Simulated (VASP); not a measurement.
# TiTe2 (P-3m1) in VASP: notebook, part 2 of 3

VASP 6.6.1. The steps go on from the part before.

## (4) Single point, PBE (strained and its atoms moved)

The input, INCAR:

```
PREC     = Accurate       # precision mode
ENCUT    = 520            # plane-wave cutoff, eV
EDIFF    = 1E-7           # SCF threshold, eV
ISMEAR   = 0              # smearing method
SIGMA    = 0.1            # smearing width, eV
LREAL    = False          # projectors in reciprocal space
LASPH    = True           # aspherical terms in the spheres
NELM     = 100            # most SCF steps
ALGO     = Normal         # electronic algorithm
ISIF     = 2              # what is computed and relaxed
LWAVE    = False          # write WAVECAR
LCHARG   = False          # write CHGCAR
GGA      = PE             # functional
NBANDS   = 19             # bands
```

The input, KPOINTS:

```
Automatic mesh
0
Gamma
  15 15 8
```

The input, POSCAR:

```
TiTe2
1.0
    3.9577303801      0.0000000000      0.0000000000
   -1.9788651900      3.4274950505      0.0000000000
    0.0000000000      0.0000000000      6.2241093000
Ti Te
1 2
Direct
    0.0000000000      0.0000000000      0.0000000000
    0.6666666667      0.3333333333      0.2816480282
    0.3333333333      0.6666666667      0.7183519718
```

Launch:

```
$ cat potpaw_PBE.64/Ti_sv/POTCAR potpaw_PBE.64/Te/POTCAR > POTCAR
$ mpirun -np 1 vasp_std > vasp.out
```

It took 2.5 min on 1 thread of Intel Xeon 6975P-C (Granite Rapids), shared host; peak memory 0.43 GiB.

The run converged. Its results:

* Free energy: -15.9785 eV
* Pressure: -4.4 GPa
* Largest force: 1.036 eV/Å
* Band gap on the k mesh: zero (band 12 reaches 6.70 eV, above the bottom of band 13 at 6.18 eV)

Forces in eV/Å, atoms in the order of the input:
```
Ti   0.000  0.000  0.000
Te   0.000  0.000 -1.036
Te   0.000  0.000  1.036
```

Stress tensor (GPa, compression positive):
```
-5.22  0.00  0.00
 0.00 -5.22  0.00
 0.00  0.00 -2.82
```

Levels at points of the mesh, in eV from the Fermi level:
```
           k point  band 9  band 10  band 11  band 12  band 13  band 14  band 15  band 16
(0.00, 0.00, 0.00)   -1.75     0.29     0.29     0.36     0.68     0.68     1.05     2.23
(0.00, 0.00, 0.50)   -1.59    -1.59     0.09     0.09     0.27     0.27     0.83     2.92
```

Caveat: the cell differs from its parent crystal (strained and its atoms moved); spin-orbit coupling is left out, which moves the levels of the heavy elements; forces of over 1 eV/Å act on the atoms, so gaps and moduli don't describe the material at rest.

## (5) Single point, PBE

This run uses another cell than the first one, of 26.76 Å³/atom, 1.084 times its volume.

The input, INCAR:

```
ALGO = Normal
EDIFF = 1E-6
ENCUT = 520
GGA = PE
ISIF = 2
ISMEAR = 0
LASPH = T
LCHARG = F
LREAL = F
LWAVE = F
NBANDS = 19
NELM = 100
PREC = Accurate
SIGMA = 0.1
```

The input, KPOINTS:

```
k-points
0
Gamma
  6 6 4
```

The input, POSCAR:

```
TiTe2
1.0
    3.7770008876      0.0000000000      0.0000000000
   -1.8885004438      3.2709787188      0.0000000000
    0.0000000000      0.0000000000      6.4980000000
Ti Te
1 2
Direct
    0.0000000000      0.0000000000      0.0000000000
    0.6666666667      0.3333333333      0.2628000000
    0.3333333333      0.6666666667      0.7372000000
```

Potentials or basis: VASP PAW PBE potentials, release 64 (Ti_sv, Te).

Launch:

```
$ cat potpaw_PBE.64/Ti_sv/POTCAR potpaw_PBE.64/Te/POTCAR > POTCAR
$ mpirun -np 1 vasp_std > vasp.out
```

OUTCAR:

```text
EDIFF = 1E-6
   ENCUT = 520
   GGA = PE
   ISIF = 2
   ISMEAR = 0
   LASPH = T
   LREAL = F
   NELM = 100
   PREC = Accurate

 ion  position               nearest neighbor table
   1  0.000  0.000  0.000-   2 2.77   3 2.77   2 2.77   3 2.77   2 2.77   3 2.77
   2  0.667  0.333  0.263-   1 2.77   1 2.77   1 2.77
   3  0.333  0.667  0.737-   1 2.77   1 2.77   1 2.77

  LATTYP: Found a hexagonal cell.
 ALAT       =     3.7770008876
 C/A-ratio  =     1.7204126219

  Lattice vectors:

 A1 = (   3.7770008876,   0.0000000000,   0.0000000000)
 A2 = (  -1.8885004438,   3.2709787188,   0.0000000000)
 A3 = (   0.0000000000,   0.0000000000,   6.4980000000)

Analysis of symmetry for initial positions (statically):
=====================================================================
 Subroutine PRICEL returns:
 Original cell was already a primitive cell.

 Routine SETGRP: Setting up the symmetry group for a
 hexagonal supercell.

 Subroutine GETGRP returns: Found 12 space group operations
 (whereof 12 operations were pure point group operations)
 out of a pool of 24 trial point group operations.

The static configuration has the point symmetry D_3d.

Analysis of symmetry for dynamics (positions and initial velocities):
=====================================================================
 Subroutine PRICEL returns:
 Original cell was already a primitive cell.

 Routine SETGRP: Setting up the symmetry group for a
 hexagonal supercell.

 Subroutine GETGRP returns: Found 12 space group operations
 (whereof 12 operations were pure point group operations)
 out of a pool of 24 trial point group operations.

The dynamic configuration has the point symmetry D_3d.

 Subroutine INISYM returns: Found 12 space group operations
 (whereof 12 operations are pure point group operations),
 and found     1 'primitive' translations

----------------------------------------------------------------------------------------

                                     Primitive cell

  volume of cell :      80.2795

  direct lattice vectors                    reciprocal lattice vectors
     3.777000888  0.000000000  0.000000000     0.264760330  0.152859448  0.000000000
    -1.888500444  3.270978719  0.000000000     0.000000000  0.305718895  0.000000000
     0.000000000  0.000000000  6.498000000     0.000000000  0.000000000  0.153893506

  length of vectors
     3.777000888  3.777000888  6.498000000     0.305718895  0.305718895  0.153893506

  position of ions in fractional coordinates (direct lattice)
     0.000000000  0.000000000  0.000000000
     0.666666667  0.333333333  0.262800000
     0.333333333  0.666666667  0.737200000

  ion indices of the primitive-cell ions
   primitive index   ion index
                 1           1
                 2           2
                 3           3

----------------------------------------------------------------------------------------

 KPOINTS: k-points

Automatic generation of k-mesh.
 Grid dimensions read from file:
 generate k-points for:    6    6    4

 Generating k-lattice:

  Cartesian coordinates                     Fractional coordinates (reciprocal lattice)
     0.044126722  0.025476575  0.000000000     0.166666667  0.000000000  0.000000000
     0.000000000  0.050953149  0.000000000     0.000000000  0.166666667  0.000000000
     0.000000000  0.000000000  0.038473376     0.000000000  0.000000000  0.250000000

  Length of vectors
     0.050953149  0.050953149  0.038473376

  Shift w.r.t. Gamma in fractional coordinates (k-lattice)
     0.000000000  0.000000000  0.000000000

 Subroutine IBZKPT returns following result:
 ===========================================

 Found     24 irreducible k-points:

 Following reciprocal coordinates:
            Coordinates               Weight
  0.000000  0.000000  0.000000      1.000000
  0.166667  0.000000  0.000000      6.000000
  0.333333  0.000000  0.000000      6.000000
  0.500000  0.000000  0.000000      3.000000
  0.166667  0.166667  0.000000      6.000000
  0.333333  0.166667  0.000000     12.000000
[... 16 lines left out ...]
  0.333333  0.166667  0.500000     12.000000
  0.333333  0.333333  0.500000      2.000000
   k-points           NKPTS =     24   k-points in BZ     NKDIM =     24   number of bands    NBANDS=     19
   number of dos      NEDOS =    301   number of ions     NIONS =      3
   total plane-waves  NPLWV =  37632
   dimension x,y,z NGX =    28 NGY =   28 NGZ =   48
   dimension x,y,z NGXF=    56 NGYF=   56 NGZF=   96
   ions per type =               1   2
   NGX,Y,Z   is equivalent  to a cutoff of  12.32, 12.32, 12.28 a.u.
   NGXF,Y,Z  is equivalent  to a cutoff of  24.65, 24.65, 24.56 a.u.
 SYSTEM =  unknown system
   PREC   = accura    normal or accurate (medium, high low for compatibility)
   ISTART =      0    job   : 0-new  1-cont  2-samecut
   ICHARG =      2    charge: 1-file 2-atom 10-const
   ISPIN  =      1    spin polarized calculation?
   LNONCOLLINEAR =      F non collinear calculations
   LSORBIT =      F    spin-orbit coupling
   LASPH  =      T    aspherical Exc in radial PAW
   ENCUT  =  520.0 eV  38.22 Ry    6.18 a.u.   7.02  7.02 12.08*2*pi/ulx,y,z
   NELM   =    100;   NELMIN=  2; NELMDL= -5     # of ELM steps
   EDIFF  = 0.1E-05   stopping-criterion for ELM
   LREAL  =      F    real-space projection
   EDIFFG = 0.1E-04   stopping-criterion for IOM
   NSW    =      0    number of steps for IOM
   IBRION =     -1    ionic relax: 0-MD 1-quasi-New 2-CG
   NFREE  =      0    steps in history (QN), initial steepest desc. (CG)
   ISIF   =      2    stress and relaxation
   ISYM   =      2    0-nonsym 1-usesym 2-fastsym
   POTIM  = 0.5000    time-step for ionic-motion
   TEBEG  =    0.0;   TEEND  =   0.0 temperature during run
   PSTRESS=    0.0 pullay stress
   NELECT =      24.0000    total number of electrons
   NUPDOWN=      -1.0000    fix difference up-down
   EMIN   =  10.00;   EMAX   =-10.00  energy-range for DOS
   EFERMI =   0.00;   METHOD = LEGACY
   ISMEAR =     0;   SIGMA  =   0.10  broadening in eV -4-tet -1-fermi 0-gaus
   EFERMI_NEDOS =   21; number of points for ismear=-14 and -15
   IALGO  =     38    algorithm
   IMIX   =      4    mixing-type and parameters
     AMIX     =   0.40;   BMIX     =  1.00
     AMIX_MAG =   1.60;   BMIX_MAG =  1.00
  volume/ion in A,a.u.               =      26.76       180.58
  Fermi-wavevector in a.u.,A,eV,Ry     =   1.094655  2.068597 16.303433  1.198269
  Thomas-Fermi vector in A             =   2.230963
   LORBIT       =      0    0 simple, 1 ext, 2 COOP (PROOUT), +10 PAW based schemes
   GGA     = PE    functional components
   LHFCALC =     F    Hartree Fock is set to
   AEXX    =    0.0000 exact exchange contribution
   IVDW    =     0    specifies the selected vdW correction
   LEPSILON=     F    determine dielectric tensor
   LRPA    =     F    only Hartree local field effects (RPA)
 non-spin polarized calculation
 Gauss-broadening in eV      SIGMA  =   0.10
  energy-cutoff  :      520.00
  volume of cell :       80.28
 maximum number of plane-waves:      2181
   NGX = 13   NGY = 13   NGZ = 25

 number of electron      23.9999998 magnetization

 Free energy of the ion-electron system (eV)
  ---------------------------------------------------
  ext. energy  EPLUGINS =         0.00000000
  ---------------------------------------------------
  free energy    TOTEN  =       -16.20631928 eV

  energy without entropy =      -16.19920502  energy(sigma->0) =      -16.20276215

 E-fermi :   6.8118     XC(G=0):  -9.8609

 val. band max:        6.7827158395   @ k =   0.5000   0.0000   0.2500
 cond. band min:       6.8486816007   @ k =   0.5000   0.0000   0.0000
 fundamental gap:      0.0659657611
 Fermi energy:         6.8118314423

 k-point     1 :       0.0000    0.0000    0.0000
  band No.  band energies     occupation
      1     -50.6421      2.00000
      2     -26.8977      2.00000
      3     -26.8977      2.00000
      4     -26.8664      2.00000
      5      -5.5841      2.00000
      6      -4.0815      2.00000
[... 11 lines left out ...]
     18      11.9252      0.00000
     19      12.7559      0.00000
[... 485 lines left out ...]
 k-point    24 :       0.3333    0.3333    0.5000
  band No.  band energies     occupation
      1     -50.6388      2.00000
      2     -26.9265      2.00000
      3     -26.9265      2.00000
      4     -26.8556      2.00000
      5      -3.5361      2.00000
      6      -3.5361      2.00000
[... 11 lines left out ...]
     18      12.4835      0.00000
     19      12.4835      0.00000

------------------------ aborting loop because EDIFF is reached ----------------------------------------

  FORCE on cell =-STRESS in cart. coord.  units (eV):
  Direction    XX          YY          ZZ          XY          YZ          ZX
  --------------------------------------------------------------------------------------
  -------------------------------------------------------------------------------------
  Total        0.3074996      0.3074996      0.3934268      0.0000000     -0.0000000      0.0000000
  in kB        6.1369225      6.1369225      7.8518138      0.0000000     -0.0000000      0.0000000
  external PRESSURE =       6.7085529 kB  Pullay stress =       0.0000000 kB

 VOLUME and BASIS-vectors are now :
 -----------------------------------------------------------------------------
  energy-cutoff  :      520.00
  volume of cell :       80.28
      direct lattice vectors                 reciprocal lattice vectors
     3.777000888  0.000000000  0.000000000     0.264760330  0.152859448  0.000000000
    -1.888500444  3.270978719  0.000000000     0.000000000  0.305718895  0.000000000
     0.000000000  0.000000000  6.498000000     0.000000000  0.000000000  0.153893506

 POSITION                                       TOTAL-FORCE (eV/Angst)
 -----------------------------------------------------------------------------------
      0.00000      0.00000      0.00000        -0.000000      0.000000      0.000000
      1.88850      1.09033      1.70767        -0.000000      0.000000     -0.025071
     -0.00000      2.18065      4.79033         0.000000     -0.000000      0.025071
 -----------------------------------------------------------------------------------
    total drift:                                0.000000     -0.000000      0.000000

  FREE ENERGIE OF THE ION-ELECTRON SYSTEM (eV)
  ---------------------------------------------------
  free  energy   TOTEN  =       -16.2063192822 eV

  energy  without entropy=      -16.1992050223  energy(sigma->0) =      -16.20276215
```

OSZICAR:

```text
N       E                     dE             d eps       ncg     rms          rms(c)
DAV:   1     0.180378033257E+03    0.18038E+03   -0.10750E+04   912   0.118E+03
DAV:   2    -0.227563636330E+01   -0.18265E+03   -0.17735E+03   953   0.300E+02
DAV:   3    -0.178693690251E+02   -0.15594E+02   -0.14890E+02  1388   0.825E+01
DAV:   4    -0.184279443394E+02   -0.55858E+00   -0.55622E+00  1190   0.146E+01
DAV:   5    -0.184439804730E+02   -0.16036E-01   -0.16025E-01  1302   0.251E+00    0.121E+01
DAV:   6    -0.186415671377E+02   -0.19759E+00   -0.38096E+01  1028   0.376E+01    0.148E+01
DAV:   7    -0.164796052421E+02    0.21620E+01   -0.33776E+01  1137   0.325E+01    0.554E+00
DAV:   8    -0.162072092759E+02    0.27240E+00   -0.14639E+00  1094   0.840E+00    0.164E+00
DAV:   9    -0.162284885868E+02   -0.21279E-01   -0.25412E-01  1181   0.318E+00    0.156E+00
DAV:  10    -0.162073057632E+02    0.21183E-01   -0.22088E-01  1084   0.328E+00    0.710E-01
DAV:  11    -0.162067332683E+02    0.57249E-03   -0.20487E-02  1043   0.110E+00    0.358E-01
DAV:  12    -0.162063685805E+02    0.36469E-03   -0.38681E-03  1070   0.445E-01    0.224E-01
DAV:  13    -0.162063187267E+02    0.49854E-04   -0.21865E-04  1044   0.122E-01    0.397E-02
DAV:  14    -0.162063192822E+02   -0.55546E-06   -0.97081E-06  1120   0.225E-02
   1 F= -.16206319E+02 E0= -.16202762E+02  d E =-.711426E-02
```

Run time: 53 s. Hardware: 1 thread of AMD EPYC 7R13, shared host; peak memory 0.17 GiB.

What came out:

* Free energy: -16.2063 eV
* Pressure: 0.7 GPa
* Largest force: 0.025 eV/Å
* Band gap on the k mesh: zero (band 12 reaches 7.23 eV, above the bottom of band 13 at 6.56 eV)

Forces on the atoms (eV/Å):
```
Ti   0.000  0.000  0.000
Te   0.000  0.000 -0.025
Te   0.000  0.000  0.025
```

Levels at points of the mesh, in eV from the Fermi level:
| k point | band 10 | band 11 | band 12 | band 13 | band 14 | band 15 |
| --- | --- | --- | --- | --- | --- | --- |
| (0.00, 0.00, 0.00) | 0.37 | 0.42 | 0.42 | 0.58 | 1.08 | 1.08 |
| (0.50, 0.00, 0.00) | -2.39 | -1.74 | -1.13 | 0.04 | 1.17 | 1.50 |
| (0.00, 0.00, 0.50) | -1.59 | 0.41 | 0.41 | 0.76 | 0.76 | 1.04 |
| (0.50, 0.00, 0.50) | -2.01 | -0.97 | -0.60 | -0.25 | 1.17 | 1.48 |

Caveat: spin-orbit coupling is left out, which moves the levels of the heavy elements; this functional lacks dispersion, which binds the layers, so the pressure and a relaxed spacing across them are unreliable.

[end of part 2 of 3]
